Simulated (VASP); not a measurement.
A run of VASP 6.6.1 is set up as follows.

The input INCAR:

```
SYSTEM = Hf
ALGO     = Normal         ! electronic algorithm
EDIFF    = 1E-6           ! SCF threshold, eV
ENCUT    = 520            ! plane-wave cutoff, eV
GGA      = PE             ! functional
ISIF     = 2              ! what is computed and relaxed
ISMEAR   = -1             ! smearing method
LASPH    = .True.         ! aspherical terms in the spheres
LCHARG   = .True.         ! write CHGCAR
LELF     = .True.         ! ELF
LREAL    = .False.        ! projectors in reciprocal space
LVHAR    = .True.       
LWAVE    = .False.        ! write WAVECAR
NBANDS   = 11             ! bands
NELM     = 60             ! most SCF steps
PREC     = Accurate       ! precision mode
SIGMA    = 0.05           ! smearing width, eV
```

KPOINTS

```
k-points
0
Gamma
  16 16 16
  0 0 0
```

File POSCAR:

```
Hf
1.0
    0.0000000000      2.2427254771      2.2427254771
    2.2427254771      0.0000000000      2.2427254771
    2.2427254771      2.2427254771      0.0000000000
Hf
1
Direct
    0.0000000000      0.0000000000      0.0000000000
```

Potentials or basis: VASP PAW PBE potentials, release 64 (Hf_pv).

The run is started by

```sh
$ cat potpaw_PBE.64/Hf_pv/POTCAR > POTCAR
$ mpirun -np 1 vasp_std > vasp.out
```

Question: Estimate the band gap on the k mesh.

Answer: Zero (bands 5 and 6 overlap by 1.79 eV).

Question: Predict the pressure.

Answer: -0.5 GPa.

Caveat: spin-orbit coupling is left out, which moves the levels of the heavy elements.
